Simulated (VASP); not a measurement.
# Si3N in VASP: a series of runs, part 2 of 2

VASP 6.6.1. Earlier steps stand in the parts before.

## 3. Single point, PBE+D3(BJ)

The input, INCAR:

```
PREC = Accurate
ENCUT = 520
EDIFF = 1E-6
ISMEAR = 0
SIGMA = 0.05
LREAL = False
LASPH = True
NELM = 100
ALGO = Normal
ISIF = 2
LWAVE = False
LCHARG = True
LDIPOL = True
IDIPOL = 3
DIPOL = 0.5 0.5 0.321
GGA = PE
IVDW = 12
LELF = True
LVHAR = True
LVACPOTAV = True
NBANDS = 27
```

The input, KPOINTS:

```
regular mesh
0
Gamma
  7 5 1
```

The input, POSCAR:

```
Si3N
1.0
    3.8333442755      0.0000000000      0.0000000000
    0.0000000000      5.4211674636      0.0000000000
    0.0000000000      0.0000000000     22.4877586337
Si N
6 2
Direct
    0.5000000000      0.0000000000      0.1778745523
    0.0000000000      0.2500000000      0.1778745523
    0.0000000000      0.5038839981      0.2608672216
    0.5000000000      0.7461160019      0.2608672216
    0.5000000000      0.0086033066      0.3418641564
    0.0000000000      0.2413966934      0.3418641564
    0.6666666667      0.6752699732      0.4797169344
    0.6666666667      0.6752699732      0.5286324363
```

Potentials or basis: VASP PAW PBE potentials, release 64 (Si, N).

Command:

```console
cat potpaw_PBE.64/Si/POTCAR potpaw_PBE.64/N/POTCAR > POTCAR
mpirun -np 1 vasp_std > vasp.out
```

OUTCAR:

```text
PREC = Accurate
   ENCUT = 520
   EDIFF = 1E-6
   ISMEAR = 0
   LREAL = False
   LASPH = True
   NELM = 100
   ISIF = 2
   GGA = PE
   IVDW = 12
 IVDW          = 12

 ion  position               nearest neighbor table
   1  0.500  0.000  0.178-   4 2.32   2 2.35   2 2.35
   2  0.000  0.250  0.178-   3 2.32   1 2.35   1 2.35
   3  0.000  0.504  0.261-   6 2.31   2 2.32   4 2.32   4 2.32
   4  0.500  0.746  0.261-   5 2.31   1 2.32   3 2.32   3 2.32
   5  0.500  0.009  0.342-   6 2.29   6 2.29   4 2.31
   6  0.000  0.241  0.342-   5 2.29   5 2.29   3 2.31
   7  0.667  0.675  0.480-   8 1.10
   8  0.667  0.675  0.529-   7 1.10

  LATTYP: Found a simple orthorhombic cell.
 ALAT       =     3.8333442755
 B/A-ratio  =     1.4142135624
 C/A-ratio  =     5.8663550721

  Lattice vectors:

 A1 = (   3.8333442755,   0.0000000000,   0.0000000000)
 A2 = (   0.0000000000,   5.4211674636,   0.0000000000)
 A3 = (   0.0000000000,   0.0000000000,  22.4877586337)

Analysis of symmetry for initial positions (statically):
=====================================================================
 Subroutine PRICEL returns:
 Original cell was already a primitive cell.

 Routine SETGRP: Setting up the symmetry group for a
 simple orthorhombic supercell.

 Subroutine GETGRP returns: Found  1 space group operations
 (whereof  1 operations were pure point group operations)
 out of a pool of  8 trial point group operations.

The static configuration has the point symmetry C_1 .

Analysis of symmetry for dynamics (positions and initial velocities):
=====================================================================
 Subroutine PRICEL returns:
 Original cell was already a primitive cell.

 Routine SETGRP: Setting up the symmetry group for a
 simple orthorhombic supercell.

 Subroutine GETGRP returns: Found  1 space group operations
 (whereof  1 operations were pure point group operations)
 out of a pool of  8 trial point group operations.
[... 134 lines left out ...]
   IVDW    =    12    specifies the selected vdW correction
   LEPSILON=     F    determine dielectric tensor
   LRPA    =     F    only Hartree local field effects (RPA)
 non-spin polarized calculation
 Gauss-broadening in eV      SIGMA  =   0.05
  energy-cutoff  :      520.00
  volume of cell :      467.32
 maximum number of plane-waves:     12627
 NGX is ok and might be reduce to    30
   NGX = 15   NGY = 21   NGZ = 83

 dipolmoment           0.000000      0.000000      0.000011 electrons x Angstroem

 number of electron      34.0000002 magnetization

 dipolmoment           0.000000      0.000000     -0.001778 electrons x Angstroem

 Free energy of the ion-electron system (eV)
  ---------------------------------------------------
  ext. energy  EPLUGINS =         0.00000000
  ---------------------------------------------------
  free energy    TOTEN  =       -45.01023529 eV

  energy without entropy =      -45.00293981  energy(sigma->0) =      -45.00658755

 E-fermi :  -1.7346     XC(G=0):  -3.8127

 val. band max:       -1.7383444668   @ k =   0.2857   0.2000   0.0000
 cond. band min:      -1.7199190636   @ k =   0.2857   0.4000   0.0000
 fundamental gap:      0.0184254032
 Fermi energy:        -1.7345611492

 k-point     1 :       0.0000    0.0000    0.0000
  band No.  band energies     occupation
      1     -25.5508      2.00000
      2     -13.1491      2.00000
      3     -11.3045      2.00000
      4     -10.6428      2.00000
      5      -9.8448      2.00000
      6      -8.8264      2.00000
[... 529 lines left out ...]
     26       2.7071      0.00000
     27       3.2059      0.00000

------------------------ aborting loop because EDIFF is reached ----------------------------------------

 Edisp (eV)   -1.63263

 E8    (eV) :    -0.6913

  FORCE on cell =-STRESS in cart. coord.  units (eV):
  Direction    XX          YY          ZZ          XY          YZ          ZX
  --------------------------------------------------------------------------------------
  -------------------------------------------------------------------------------------
  Total       0.09428     0.19548     2.67450    -0.06352    -0.02786     0.02313
  in kB       0.32323     0.67019     9.16930    -0.21777    -0.09551     0.07932
  external pressure =        3.39 kB  Pullay stress =        0.00 kB

 VOLUME and BASIS-vectors are now :
 -----------------------------------------------------------------------------
  energy-cutoff  :      520.00
  volume of cell :      467.32
      direct lattice vectors                 reciprocal lattice vectors
     3.833344276  0.000000000  0.000000000     0.260868821  0.000000000  0.000000000
     0.000000000  5.421167464  0.000000000     0.000000000  0.184462112  0.000000000
     0.000000000  0.000000000 22.487758634     0.000000000  0.000000000  0.044468638

 POSITION                                       TOTAL-FORCE (eV/Angst)
 -----------------------------------------------------------------------------------
      1.91667      0.00000      4.00000         0.003049      0.546636     -0.059115
      0.00000      1.35529      4.00000        -0.003717     -0.548137     -0.057604
      0.00000      2.73164      5.86632        -0.001314     -0.080721      0.008669
      1.91667      4.04482      5.86632         0.000314      0.072510      0.012175
      1.91667      0.04664      7.68776        -0.015524      0.043370      0.016262
      0.00000      1.30865      7.68776         0.009402     -0.014436      0.079479
      2.55556      3.66075     10.78776         0.012466     -0.029217     -2.170052
      2.55556      3.66075     11.88776        -0.004676      0.009995      2.170186
 -----------------------------------------------------------------------------------
    total drift:                               -0.000046     -0.000017     -0.000287

  FREE ENERGIE OF THE ION-ELECTRON SYSTEM (eV)
  ---------------------------------------------------
  free  energy   TOTEN  =       -46.6428627243 eV

  energy  without entropy=      -46.6355672469  energy(sigma->0) =      -46.63921499

 vacuum level on the upper side and lower side of the slab         3.089         3.104
```

Wall time 4.1 min (1 thread of AMD EPYC 9R45 (Zen 5), shared host); peak memory 0.52 GiB.

What came out:

```yaml
Free_energy: -46.6429 eV
Largest_force: 2.170 eV/Å
Band_gap_on_the_k_mesh: zero (bands 17 and 18 overlap by 0.25 eV)
Dispersion_energy_per_atom: -0.204 eV
```

Forces in eV/Å, atoms in the order of the input:
```
Si   0.003  0.547 -0.059
Si  -0.004 -0.548 -0.058
Si  -0.001 -0.081  0.009
Si   0.000  0.073  0.012
Si  -0.016  0.043  0.016
Si   0.009 -0.014  0.079
N    0.012 -0.029 -2.170
N   -0.005  0.010  2.170
```

Levels at points of the mesh, in eV from the Fermi level:
| k point | band 14 | band 15 | band 16 | band 17 | band 18 | band 19 | band 20 | band 21 |
| --- | --- | --- | --- | --- | --- | --- | --- | --- |
| (0.00, 0.00, 0.00) | -1.21 | -0.69 | -0.42 | -0.30 | 0.29 | 1.19 | 2.00 | 2.60 |

Caveat: the standard files for N, O and F lose accuracy on very short bonds.

The gap in the log of VASP goes by the Fermi energy; the results here count the filled bands.